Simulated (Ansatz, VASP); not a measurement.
**One calculation of C, two programs**

```
C
1.0
     2.72384    0.00000    0.00000
    -1.36192    2.35892    0.00000
     0.00000    0.00000    4.12010
C
4
Direct
  0.50000 0.00000 0.50000
  0.00000 0.50000 0.50000
  0.50000 0.50000 0.50000
  0.00000 0.00000 0.00000
```

Alike in both runs: task relaxation of cell and atoms; functional PBE; k mesh 9 × 9 × 4; occupations gaussian, width 0.1 eV; no spin polarisation.

|  | VASP | Ansatz |
| --- | --- | --- |
| version | VASP 6.6.1 | Ansatz 0.2.0 |
| potentials or method | VASP PAW PBE potentials, release 64 (C), cutoff 600 eV | scalar-relativistic, plane waves, PAW |
| valence electrons in the cell | 16 | 16 |

```tsv
	VASP	Ansatz	Ansatz less VASP
gap on the k mesh at the Fermi level, each at its own relaxed structure (eV)	none	none	-
relaxed volume (Å³/atom)	8.70	11.32	+2.618
relaxed length of the cell vector where the two differ most in proportion (Å)	4.292	6.050	+1.7580
```

A gap of «none» marks a metal or a gap that the smearing closes. One of these differences is far larger than is usual between the two programs; its cause wasn't traced.

The k mesh is coarse, so the values compare programs but aren't converged. Noted on VASP's run: the volume moved by over 15 % at a fixed basis, so the end points are rough.
